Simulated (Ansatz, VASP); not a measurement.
**C in VASP and in Ansatz**

The input POSCAR:

```
C
1.0
    2.5031953718      0.0000000000      0.0000000000
   -1.2515976859      2.1678307826      0.0000000000
    0.0000000000      0.0000000000      4.1688692921
C
4
Direct
    0.3333333333      0.6666666667      0.0002313166
    0.6666666667      0.3333333333      0.5002313166
    0.3333333333      0.6666666667      0.3747686834
    0.6666666667      0.3333333333      0.8747686834
```

INCAR.step1

```
PREC     = Accurate       # precision mode
ENCUT    = 520            # plane-wave cutoff, eV
ISMEAR   = 0              # smearing method
SIGMA    = 0.01           # smearing width, eV
LREAL    = F              # projectors in reciprocal space
LASPH    = T              # aspherical terms in the spheres
NELM     = 80             # most SCF steps
NBANDS   = 16             # bands
GGA      = PE             # functional
ALGO     = Normal         # electronic algorithm
EDIFF    = 1E-4           # SCF threshold, eV
LWAVE    = T              # write WAVECAR
LCHARG   = F              # write CHGCAR
```

Contents of INCAR.step2:

```
PREC     = Accurate       # precision mode
ENCUT    = 520            # plane-wave cutoff, eV
EDIFF    = 1E-6           # SCF threshold, eV
ISMEAR   = 0              # smearing method
SIGMA    = 0.01           # smearing width, eV
LREAL    = F              # projectors in reciprocal space
LASPH    = T              # aspherical terms in the spheres
NELM     = 80             # most SCF steps
ALGO     = Normal         # electronic algorithm
ISIF     = 2              # what is computed and relaxed
LWAVE    = F              # write WAVECAR
LCHARG   = T              # write CHGCAR
METAGGA  = R2SCAN         # meta-GGA
LMIXTAU  = T            
LELF     = T              # ELF
LVHAR    = T            
NBANDS   = 16             # bands
ISTART   = 1
```

Contents of KPOINTS:

```
regular mesh
0
Gamma
  9 9 6
```

Input for Ansatz:

```yaml
crystal:
  lattice:
    - [2.5031953718, 0.0, 0.0]
    - [-1.2515976859, 2.1678307826, 0.0]
    - [0.0, 0.0, 4.1688692921]
  atoms:
    - { symbol: C, position: [0.3333333333, 0.6666666667, 0.0002313166] }
    - { symbol: C, position: [0.6666666667, 0.3333333333, 0.5002313166] }
    - { symbol: C, position: [0.3333333333, 0.6666666667, 0.3747686834] }
    - { symbol: C, position: [0.6666666667, 0.3333333333, 0.8747686834] }
kpoints:
  mp_grid: { grid: [9, 9, 6] }
hamiltonian:
  xc: r2scan
scf:
  occupations: { method: fixed }
  n_extra_bands: 5
output:
  forces: true
  stress: true
  eigenvalues: true
```

Alike in both runs: task single point; functional r2SCAN; k mesh 9 × 9 × 6; no spin polarisation.

|  | VASP | Ansatz |
| --- | --- | --- |
| version | VASP 6.6.1 | Ansatz 0.2.0 |
| potentials or method | VASP PAW PBE potentials, release 64 (C) | plane waves, PAW |
| plane-wave cutoff (eV) | 520 | 500 |
| occupations | gaussian, width 0.01 eV | fixed |
| valence electrons in the cell | 16 | 16 |

```tsv
	VASP	Ansatz	Ansatz less VASP
gap on the k mesh at the Fermi level (eV)	3.56	3.60	+0.035
pressure (GPa)	1.0	0.0	-1.02
traceless stress, the component that is largest in VASP (GPa)	-0.06	-0.01	+0.045
rms of the force components (eV/Å)	0.005	0.000	-0.0051
```

VASP's potentials were made for PBE, not for r2SCAN. Atom by atom the forces differ by 0.005 eV/Å (rms over components).
